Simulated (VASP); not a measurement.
Here is a VASP 6.6.1 calculation.

Contents of INCAR:

```
SYSTEM = GaSb
ALGO     = Normal         ! electronic algorithm
EDIFF    = 1E-8           ! SCF threshold, eV
ENCUT    = 400            ! plane-wave cutoff, eV
GGA      = PE             ! functional
GGA_COMPAT= .False.      
ISIF     = 2              ! what is computed and relaxed
ISMEAR   = -1             ! smearing method
LASPH    = .True.         ! aspherical terms in the spheres
LCHARG   = .False.        ! write CHGCAR
LEFG     = .True.       
LREAL    = .False.        ! projectors in reciprocal space
LWAVE    = .False.        ! write WAVECAR
NBANDS   = 16             ! bands
NELM     = 120            ! most SCF steps
PREC     = Accurate       ! precision mode
SIGMA    = 0.08           ! smearing width, eV
```

Contents of KPOINTS:

```
k-points
0
Gamma
  9 9 9
  0 0 0
```

POSCAR

```
GaSb
1.0
    0.0000000000      3.1690161454      3.1690161454
    3.1690161454      0.0000000000      3.1690161454
    3.1690161454      3.1690161454      0.0000000000
Ga Sb
1 1
Direct
    0.0000000000      0.0000000000      0.0000000000
    0.2500000000      0.2500000000      0.2500000000
```

Potentials or basis: VASP PAW PBE potentials, release 64 (Ga_d, Sb).

The run is started by

```bash
$ cat potpaw_PBE.64/Ga_d/POTCAR potpaw_PBE.64/Sb/POTCAR > POTCAR
$ mpirun -np 1 vasp_std > vasp.out
```

(1) What does it give for the pressure?

(2) Estimate the band gap on the k mesh.

Answers

(1) -2.4 GPa.

(2) zero (filled and empty bands touch).

Caveat: without QUAD_EFG the Cq values of the log hold for a quadrupole moment of 1 mb, not for the nuclei; spin-orbit coupling is left out, which moves the levels of the heavy elements.
